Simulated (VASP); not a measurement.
# Si15Ni (F-43m) in VASP: a series of runs

Si15Ni is run at these levels: PBEsol+U; tasks: single point.

All numbers are computed with VASP 6.6.1; they aren't measurements. Logs are shortened: lines on timing, memory, paths and dates and some standing lists are left out, and cuts for length are marked.

### Step 1. The cell of the first run

The structure is cubic, space group F-43m (No. 216). Conventional cell: a = 10.874 Å, b = 10.874 Å, c = 10.874 Å, α = 90.00°, β = 90.00°, γ = 90.00°. Within 3.0 Å of Ni (site symmetry -43m) lie 4 Si at 2.26 Å. Si (site symmetry 2mm) has 4 Si at 2.36 to 2.38 Å within 3.1 Å. Si (site symmetry -43m) has 4 Si at 2.36 Å within 3.1 Å. Si (site symmetry 3m) has 1 Ni at 2.26 Å and 3 Si at 2.38 Å within 3.0 Å. Within 3.1 Å of Si (site symmetry 3m) lie 4 Si at 2.36 Å.

### Step 2. Single point, PBEsol+U, collinear spin, ferromagnetic start

INCAR reads:

```
ALGO     = Normal         # electronic algorithm
EDIFF    = 1E-6           # SCF threshold, eV
ENCUT    = 520            # plane-wave cutoff, eV
GGA      = PS             # functional
ISIF     = 2              # what is computed and relaxed
ISMEAR   = 0              # smearing method
ISPIN    = 2              # spin polarisation
LASPH    = T              # aspherical terms in the spheres
LCHARG   = F              # write CHGCAR
LDAU     = T              # DFT+U
LDAUJ    = 0 0          
LDAUL    = 2 -1           # shell
LDAUPRINT= 1            
LDAUTYPE = 2            
LDAUU    = 5 0            # U, eV
LMAXMIX  = 4              # l up to which the mixer works
LORBIT   = 11             # projections on sites
LREAL    = Auto         
LWAVE    = F              # write WAVECAR
MAGMOM   = 4 0 0 0 0 0 0 0 0 0 0 0 0 0 0 0 # initial moments
NBANDS   = 53             # bands
NELM     = 150            # most SCF steps
PREC     = Accurate       # precision mode
SIGMA    = 0.05           # smearing width, eV
```

KPOINTS reads:

```
k-points
0
Gamma
  3 3 3
```

POSCAR reads:

```
Si15Ni
1.0
    0.0000000000      5.4370000000      5.4370000000
    5.4370000000      0.0000000000      5.4370000000
    5.4370000000      5.4370000000      0.0000000000
Ni Si
1 15
Direct
    1.0000000000      0.0000000000      1.0000000000
    0.0008460273      0.0008460273      0.4991539727
    0.0008460273      0.4991539727      0.0008460273
    0.0008460273      0.4991539727      0.4991539727
    0.4991539727      0.0008460273      0.0008460273
    0.4991539727      0.0008460273      0.4991539727
    0.4991539727      0.4991539727      0.0008460273
    0.5000000000      0.5000000000      0.5000000000
    0.1202211774      0.1202211774      0.1202211774
    0.1202211774      0.1202211774      0.6393364679
    0.1202211774      0.6393364679      0.1202211774
    0.1235527506      0.6254824165      0.6254824165
    0.6393364679      0.1202211774      0.1202211774
    0.6254824165      0.1235527506      0.6254824165
    0.6254824165      0.6254824165      0.1235527506
    0.6254824165      0.6254824165      0.6254824165
```

Potentials or basis: VASP PAW PBE potentials, release 64 (Ni, Si).

Started as:

```sh
$ cat potpaw_PBE.64/Ni/POTCAR potpaw_PBE.64/Si/POTCAR > POTCAR
$ mpirun -np 1 vasp_std > vasp.out
```

OUTCAR:

```text
EDIFF = 1E-6
   ENCUT = 520
   GGA = PS
   ISIF = 2
   ISMEAR = 0
   ISPIN = 2
   LASPH = T
   LORBIT = 11
   LREAL = Auto
   NELM = 150
   PREC = Accurate

 ion  position               nearest neighbor table
   1  0.000  0.000  0.000-  10 2.26  11 2.26  13 2.26   9 2.26
   2  0.001  0.001  0.499-  12 2.36  14 2.36   9 2.38  10 2.38
   3  0.001  0.499  0.001-  12 2.36  15 2.36   9 2.38  11 2.38
   4  0.001  0.499  0.499-  16 2.36  12 2.36  10 2.38  11 2.38
   5  0.499  0.001  0.001-  14 2.36  15 2.36   9 2.38  13 2.38
   6  0.499  0.001  0.499-  16 2.36  14 2.36  10 2.38  13 2.38
[... 8 lines left out ...]
  15  0.625  0.625  0.124-   3 2.36   5 2.36   7 2.36   8 2.36
  16  0.625  0.625  0.625-   4 2.36   6 2.36   7 2.36   8 2.36

  LATTYP: Found a face centered cubic cell.
 ALAT       =    10.8740000000

  Lattice vectors:

 A1 = (   0.0000000000,   5.4370000000,   5.4370000000)
 A2 = (   5.4370000000,   0.0000000000,   5.4370000000)
 A3 = (   5.4370000000,   5.4370000000,   0.0000000000)

Analysis of symmetry for initial positions (statically):
=====================================================================
 Subroutine PRICEL returns:
 Original cell was already a primitive cell.

 Routine SETGRP: Setting up the symmetry group for a
 face centered cubic supercell.

 Subroutine GETGRP returns: Found 24 space group operations
 (whereof 24 operations were pure point group operations)
 out of a pool of 48 trial point group operations.

The static configuration has the point symmetry T_d .

Analysis of symmetry for dynamics (positions and initial velocities):
=====================================================================
 Subroutine PRICEL returns:
 Original cell was already a primitive cell.

 Routine SETGRP: Setting up the symmetry group for a
 face centered cubic supercell.

 Subroutine GETGRP returns: Found 24 space group operations
 (whereof 24 operations were pure point group operations)
 out of a pool of 48 trial point group operations.

The dynamic configuration has the point symmetry T_d .

Analysis of structural, dynamic, and magnetic symmetry:
=====================================================================
 Subroutine PRICEL returns:
 Original cell was already a primitive cell.

 Routine SETGRP: Setting up the symmetry group for a
 face centered cubic supercell.

 Subroutine GETGRP returns: Found 24 space group operations
 (whereof 24 operations were pure point group operations)
 out of a pool of 48 trial point group operations.
[... 190 lines left out ...]
  ext. energy  EPLUGINS =         0.00000000
  ---------------------------------------------------
  free energy    TOTEN  =       -87.98741241 eV

  energy without entropy =      -87.98179890  energy(sigma->0) =      -87.98460565

 E-fermi :   5.0674     XC(G=0):  -9.5776

 val. band max:        4.9966480826   @ k =  -0.3333   0.3333   0.0000
 cond. band min:       5.0765557124   @ k =   0.0000   0.0000   0.0000
 fundamental gap:      0.0799076298
 Fermi energy:         5.0674219758

 spin component 1

 k-point     1 :       0.0000    0.0000    0.0000
  band No.  band energies     occupation
      1      -6.2088      1.00000
      2      -4.0015      1.00000
      3      -4.0015      1.00000
      4      -4.0015      1.00000
      5      -3.4767      1.00000
      6      -2.2206      1.00000
[... 189 lines left out ...]
     46       9.1387      0.00000
     47       9.3157      0.00000
 Fermi energy:         5.0674219758

 spin component 2

 k-point     1 :       0.0000    0.0000    0.0000
  band No.  band energies     occupation
      1      -6.2324      1.00000
      2      -4.0255      1.00000
      3      -4.0255      1.00000
      4      -4.0255      1.00000
      5      -3.5116      1.00000
      6      -2.2399      1.00000
[... 189 lines left out ...]
     46       9.1216      0.00000
     47       9.2767      0.00000
 [bands above 47 left out]

------------------------ aborting loop because EDIFF is reached ----------------------------------------

  FORCE on cell =-STRESS in cart. coord.  units (eV):
  Direction    XX          YY          ZZ          XY          YZ          ZX
  --------------------------------------------------------------------------------------
  -------------------------------------------------------------------------------------
  Total       -4.9832126     -4.9832126     -4.9832126     -0.0000000      0.0000000      0.0000000
  in kB      -24.8377360    -24.8377360    -24.8377360     -0.0000000      0.0000000      0.0000000
  external PRESSURE =     -24.8377360 kB  Pullay stress =       0.0000000 kB

 VOLUME and BASIS-vectors are now :
 -----------------------------------------------------------------------------
  energy-cutoff  :      520.00
  volume of cell :      321.45
      direct lattice vectors                 reciprocal lattice vectors
     0.000000000  5.437000000  5.437000000    -0.091962479  0.091962479  0.091962479
     5.437000000  0.000000000  5.437000000     0.091962479 -0.091962479  0.091962479
     5.437000000  5.437000000  0.000000000     0.091962479  0.091962479 -0.091962479

 POSITION                                       TOTAL-FORCE (eV/Angst)
 -----------------------------------------------------------------------------------
      0.00000      0.00000      0.00000         0.000000      0.000000      0.000000
      2.71850      2.71850      0.00920         0.000000      0.000000     -0.005361
      2.71850      0.00920      2.71850         0.000000     -0.005361      0.000000
      5.42780      2.71850      2.71850         0.005361      0.000000      0.000000
      0.00920      2.71850      2.71850        -0.005361      0.000000      0.000000
      2.71850      5.42780      2.71850         0.000000      0.005361      0.000000
[... 8 lines left out ...]
      4.07250      4.07250      6.80150         0.010330      0.010330     -0.010330
      6.80150      6.80150      6.80150        -0.010330     -0.010330     -0.010330
 -----------------------------------------------------------------------------------
    total drift:                                0.000001      0.000001      0.000001

  FREE ENERGIE OF THE ION-ELECTRON SYSTEM (eV)
  ---------------------------------------------------
  free  energy   TOTEN  =       -87.9874124055 eV

  energy  without entropy=      -87.9817989021  energy(sigma->0) =      -87.98460565

 total charge

# of ion       s       p       d       tot
------------------------------------------
    1        0.543   0.399   8.698   9.640
    2        0.760   0.912   0.000   1.673
    3        0.760   0.912   0.000   1.673
    4        0.760   0.912   0.000   1.673
    5        0.760   0.912   0.000   1.673
    6        0.760   0.912   0.000   1.673
[... 8 lines left out ...]
   15        0.753   0.931   0.000   1.684
   16        0.753   0.931   0.000   1.684
--------------------------------------------------
tot         12.002  13.950   8.698  34.650

 magnetization (x)

# of ion       s       p       d       tot
------------------------------------------
    1       -0.009  -0.052  -0.121  -0.183
    2       -0.003  -0.003   0.000  -0.006
    3       -0.003  -0.003   0.000  -0.006
    4       -0.003  -0.003   0.000  -0.006
    5       -0.003  -0.003   0.000  -0.006
    6       -0.003  -0.003   0.000  -0.006
[... 8 lines left out ...]
   15       -0.001  -0.000   0.000  -0.002
   16       -0.001  -0.000   0.000  -0.002
--------------------------------------------------
tot         -0.056  -0.159  -0.121  -0.335
```

stdout:

```text
POSCAR found type information on POSCAR NiSi
 POSCAR found :  2 types and      16 ions
 scaLAPACK will be used
 -----------------------------------------------------------------------------
|                                                                             |
|                                                                             |
|     You enforced a specific xc type in the INCAR file but a different       |
|     I HOPE YOU KNOW WHAT YOU ARE DOING!                                     |
|                                                                             |
 -----------------------------------------------------------------------------

 LDA part: xc-table for (Slater+PW92), standard interpolation
 POSCAR, INCAR and KPOINTS ok, starting setup
 FFT: planning ... GRIDC
 FFT: planning ... GRID_SOFT
 FFT: planning ... GRID
 WAVECAR not read
 entering main loop
```

Run time: 4.4 min. Hardware: 1 thread of Intel Xeon 6975P-C (Granite Rapids), shared host; peak memory 0.67 GiB.

Results:

- Free energy: -87.9874 eV
- Pressure: -2.5 GPa
- Largest force: 0.163 eV/Å
- Net moment: -0.66 μB per cell
- Site moments: Ni -0.18; Si -0.01, -0.00, -0.03 (each value once) μB
- Valence electrons inside the program's atomic spheres: Ni 9.64; Si 1.67, 1.68, 1.64 (each value once)

Forces on the atoms (eV/Å):
```
Ni   0.000  0.000  0.000
Si   0.000  0.000 -0.005
Si   0.000 -0.005  0.000
Si   0.005  0.000  0.000
Si  -0.005  0.000  0.000
Si   0.000  0.005  0.000
Si   0.000  0.000  0.005
Si   0.000  0.000  0.000
Si  -0.094 -0.094 -0.094
Si   0.094  0.094 -0.094
Si   0.094 -0.094  0.094
Si  -0.010  0.010  0.010
Si  -0.094  0.094  0.094
Si   0.010 -0.010  0.010
Si   0.010  0.010 -0.010
Si  -0.010 -0.010 -0.010
```

Eigenvalues of the final occupation matrices:
```csv
site,spin,trace,eigenvalues
site 1 d,1,4.31,0.83 0.83 0.83 0.91 0.91
site 1 d,2,4.43,0.87 0.87 0.87 0.91 0.91
```

Caveat: the PAW data sets were made with another functional, which shifts forces and pressure a little; the U is typed as a test and isn't derived for this compound.

[end of part 1 of 2]
